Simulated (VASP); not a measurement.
# NaH (CsCl type) (Pm-3m) in VASP: further runs, part 2 of 2

VASP 6.6.1. Earlier steps stand in the parts before.

### Step 3. Relaxation of cell and atoms, PBE

This run uses another cell than the first one, of 16.49 Å³/atom, 1.266 times its volume.

INCAR reads:

```
SYSTEM = NaH
ALGO = Normal
EDIFF = 1E-6
EDIFFG = -0.005
ENCUT = 600
GGA = PE
IBRION = 2
ISIF = 3
ISMEAR = -1
LASPH = .True.
LCHARG = .False.
LREAL = .False.
LWAVE = .False.
NELM = 60
NSW = 60
PREC = Accurate
SIGMA = 0.08
```

KPOINTS reads:

```
k-points
0
Gamma
  12 12 12
  0 0 0
```

POSCAR reads:

```
NaH
1.0
    3.2068613193      0.0000000000      0.0000000000
    0.0000000000      3.2068613193      0.0000000000
    0.0000000000      0.0000000000      3.2068613193
Na H
1 1
Direct
    0.0000000000      0.0000000000      0.0000000000
    0.5000000000      0.5000000000      0.5000000000
```

Potentials or basis: VASP PAW PBE potentials, release 64 (Na_pv, H).

The run is started by

```console
$ cat potpaw_PBE.64/Na_pv/POTCAR potpaw_PBE.64/H/POTCAR > POTCAR
$ mpirun -np 1 vasp_std > vasp.out
```

OUTCAR:

```text
SYSTEM = NaH
   EDIFF = 1E-6
   EDIFFG = -0.005
   ENCUT = 600
   GGA = PE
   IBRION = 2
   ISIF = 3
   ISMEAR = -1
   LASPH = .True.
   LREAL = .False.
   NELM = 60
   NSW = 60
   PREC = Accurate

 ion  position               nearest neighbor table
   1  0.000  0.000  0.000-
   2  0.500  0.500  0.500-

  LATTYP: Found a simple cubic cell.
 ALAT       =     3.2068613193

  Lattice vectors:

 A1 = (   3.2068613193,   0.0000000000,   0.0000000000)
 A2 = (   0.0000000000,   3.2068613193,   0.0000000000)
 A3 = (   0.0000000000,   0.0000000000,   3.2068613193)

Analysis of symmetry for initial positions (statically):
=====================================================================
 Subroutine PRICEL returns:
 Original cell was already a primitive cell.

 Routine SETGRP: Setting up the symmetry group for a
 simple cubic supercell.

 Subroutine GETGRP returns: Found 48 space group operations
[... 9 lines left out ...]

 Routine SETGRP: Setting up the symmetry group for a
 simple cubic supercell.

 Subroutine GETGRP returns: Found 48 space group operations
[... 11 lines left out ...]
                                     Primitive cell

  volume of cell :      32.9792

[... 238 lines left out ...]
  ---------------------------------------------------
  free  energy   TOTEN  =        -4.7656827335 eV

  energy  without entropy=       -4.7656732920  energy(sigma->0) =       -4.76567801

[... ionic steps 4 to 15 ...]

--------------------------------------- Ionic step       16  -------------------------------------------

 number of electron       7.9999998 magnetization

------------------------ aborting loop because EDIFF is reached ----------------------------------------
[... 67 lines left out ...]
--------------------------------------- Ionic step       18  -------------------------------------------

 number of electron       7.9999999 magnetization

 Free energy of the ion-electron system (eV)
  ---------------------------------------------------
  ext. energy  EPLUGINS =         0.00000000
  ---------------------------------------------------
  free energy    TOTEN  =        -4.77394411 eV

  energy without entropy =       -4.77393542  energy(sigma->0) =       -4.77393976

 E-fermi :   1.7235     XC(G=0):  -8.1287

 val. band max:        1.2524397406   @ k =   0.5000   0.5000   0.5000
 cond. band min:       2.2861076828   @ k =   0.5000   0.0000   0.0000
 fundamental gap:      1.0336679422
 Fermi energy:         1.7234716434

 k-point     1 :       0.0000    0.0000    0.0000
  band No.  band energies     occupation
      1     -23.2994      2.00000
      2     -23.2994      2.00000
      3     -23.2994      2.00000
      4      -4.6221      2.00000
      5       9.8340      0.00000
      6      12.1850      0.00000
      7      12.1850      0.00000
      8      13.6907      0.00000
[... 243 lines left out ...]
 k-point    24 :       0.4167    0.3333    0.0000
  band No.  band energies     occupation
      1     -23.4392      2.00000
      2     -23.4050      2.00000
      3     -23.2747      2.00000
      4      -1.2375      2.00000
      5       4.5246      0.00000
      6       6.5793      0.00000
      7      10.6057      0.00000
      8      15.3430      0.00000

 [... further k-points ...]
[... 5 lines left out ...]
  --------------------------------------------------------------------------------------
  -------------------------------------------------------------------------------------
  Total        0.0063155      0.0063155      0.0063155     -0.0000000      0.0000000      0.0000000
  in kB        0.3886739      0.3886739      0.3886739     -0.0000000      0.0000000      0.0000000
  external PRESSURE =       0.3886739 kB  Pullay stress =       0.0000000 kB
[... 17 lines left out ...]
  FREE ENERGIE OF THE ION-ELECTRON SYSTEM (eV)
  ---------------------------------------------------
  free  energy   TOTEN  =        -4.7739441058 eV

  energy  without entropy=       -4.7739354158  energy(sigma->0) =       -4.77393976

 reached required accuracy - stopping structural energy minimisation
```

OSZICAR:

```text
N       E                     dE             d eps       ncg     rms          rms(c)
DAV:   1     0.192346845731E+02    0.19235E+02   -0.51475E+03  1344   0.106E+03
DAV:   2    -0.457870423680E+01   -0.23813E+02   -0.23354E+02  1464   0.135E+02
DAV:   3    -0.513713208236E+01   -0.55843E+00   -0.55843E+00  1720   0.277E+01
DAV:   4    -0.514037621086E+01   -0.32441E-02   -0.32441E-02  1792   0.201E+00
[... 125 lines left out ...]
DAV:   1    -0.477410079872E+01   -0.15711E-03   -0.52117E-03  1344   0.154E+00    0.871E-02
DAV:   2    -0.477398464536E+01    0.11615E-03   -0.13908E-04  1344   0.254E-01    0.443E-02
DAV:   3    -0.477394629874E+01    0.38347E-04   -0.66530E-05  1352   0.168E-01    0.438E-03
DAV:   4    -0.477394413612E+01    0.21626E-05   -0.21281E-06   800   0.330E-02    0.666E-04
DAV:   5    -0.477394410583E+01    0.30287E-07   -0.10041E-07   672   0.638E-03
  18 F= -.47739441E+01 E0= -.47739398E+01  d E =-.527204E-03
```

CONTCAR:

```text
NaH
   1.00000000000000
     2.9637692928912642    0.0000000000000000   -0.0000000000000000
     0.0000000000000000    2.9637692928912642    0.0000000000000000
    -0.0000000000000000    0.0000000000000000    2.9637692928912642
  Na              H
     1     1
Direct
     0.0000000000000000    0.0000000000000000    1.0000000000000000
     0.5000000000000000    0.5000000000000000    0.5000000000000000

  0.00000000E+00  0.00000000E+00  0.00000000E+00
  0.00000000E+00  0.00000000E+00  0.00000000E+00
```

Run time: 74 s. Hardware: 1 thread of Intel Xeon 6975P-C (Granite Rapids), shared host; peak memory 0.17 GiB.

Results:

* Free energy: -4.7739 eV
* Relaxed volume: 13.02 Å³/atom
* Relaxed cell: a = 2.964 Å, b = 2.964 Å, c = 2.964 Å, α = 90.00°, β = 90.00°, γ = 90.00°
* Space group after relaxing (to 0.05 Å): Pm-3m (No. 221)
* Energy gained by relaxing: 47.5 meV/atom
* Ionic steps: 18
* Pressure after relaxing: 0.0 GPa
* Band gap on the k mesh: 1.03 eV, indirect (least direct gap 4.41 eV)

Step by step:
```csv
step,energy change (eV),largest force (eV/Å),pressure (GPa),volume (Å³)
1,0.0000,0.0000,-3.66,32.98
2,-0.0374,0.0000,-3.10,31.21
3,-0.0867,0.0000,-1.29,27.84
4,-0.0279,0.0000,5.85,21.84
5,-0.0945,0.0000,0.32,26.44
6,-0.0938,0.0000,-0.57,26.70
7,-0.0942,0.0000,-0.40,26.56
8,-0.0943,0.0000,-0.41,26.54
9,-0.0944,0.0000,-0.37,26.49
10,-0.0944,0.0000,-0.41,26.49
11,-0.0944,0.0000,-0.31,26.48
12,-0.0945,0.0000,-0.34,26.46
13,-0.0945,0.0000,-0.29,26.43
14,-0.0947,0.0000,-0.25,26.36
15,-0.0949,0.0000,-0.11,26.23
16,-0.0949,0.0000,0.10,25.96
17,-0.0949,0.0000,-0.07,26.09
18,-0.0949,0.0000,0.04,26.03
```

Final structure:
```xyz
2
Lattice="2.9638 0.0000 0.0000 0.0000 2.9638 0.0000 0.0000 0.0000 2.9638" Properties=species:S:1:pos:R:3 pbc="T T T"
Na    0.0000    0.0000    2.9638
H     1.4819    1.4819    1.4819
```

Levels at points of the mesh, in eV from the valence-band top:
```
           k point  band 1  band 2  band 3  band 4  band 5  band 6  band 7  band 8
(0.00, 0.00, 0.00)  -24.55  -24.55  -24.55   -5.87    8.58   10.93   10.93   12.44
(0.50, 0.00, 0.00)  -24.72  -24.54  -24.54   -3.38    1.03   10.82   14.15   14.47
(0.50, 0.50, 0.00)  -24.69  -24.69  -24.52   -1.71    4.27    4.27    6.78   14.63
(0.50, 0.50, 0.50)  -24.67  -24.67  -24.67    0.00    6.89    6.89    6.89    9.08
```

Caveat: the volume moved by over 15 % at a fixed basis, so the end points are rough.
